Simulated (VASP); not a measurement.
The system is Ge3Os.

```
CELL_PARAMETERS angstrom
-2.78048 2.78048 2.78048
2.78048 -2.78048 2.78048
2.78048 2.78048 -2.78048
ATOMIC_POSITIONS crystal
Ge 0.00000 0.50000 0.50000
Ge 0.50000 0.00000 0.50000
Ge 0.50000 0.50000 0.00000
Os 0.00000 0.00000 0.00000
```

The cell was built from a structure type or drawn by symmetry, and may not be a known phase.

* Program: VASP 6.6.1
* Task: relaxation of cell and atoms
* Functional: PBE
* Potentials or basis: VASP PAW PBE potentials, release 64 (Ge_d, Os)
* Cutoff: 600 eV
* k mesh: 4 × 4 × 4
* Occupations: gaussian, width 0.1 eV
* Spin: no spin polarisation

At the start: pressure -14.8 GPa; volume 21.50 Å³/atom.

Q: Where does the relaxation end?

A: Over 3 steps the energy falls by 210.8 meV/atom and the volume is 17.75 Å³/atom (-17.4 %); space group Im-3m (No. 229, to 0.1 Å) before and after.

The path:
| step | energy change (eV) | largest force (eV/Å) | pressure (GPa) | volume (Å³) |
| --- | --- | --- | --- | --- |
| 1 | 0.0000 | 0.0000 | -14.78 | 85.98 |
| 2 | -0.4930 | 0.0000 | 17.20 | 63.59 |
| 3 | -0.8430 | 0.0000 | -0.26 | 71.01 |

Final structure:
```
CELL_PARAMETERS angstrom
-2.60868 2.60868 2.60868
2.60868 -2.60868 2.60868
2.60868 2.60868 -2.60868
ATOMIC_POSITIONS crystal
Ge 0.00000 0.50000 0.50000
Ge 0.50000 0.00000 0.50000
Ge 0.50000 0.50000 0.00000
Os 0.00000 0.00000 0.00000
```

Caveat: the k points lie up to 0.43 Å⁻¹ apart in the final cell, too coarse for converged energies and pressures of a metal; the volume moved by over 15 % at a fixed basis, so the end points are rough.
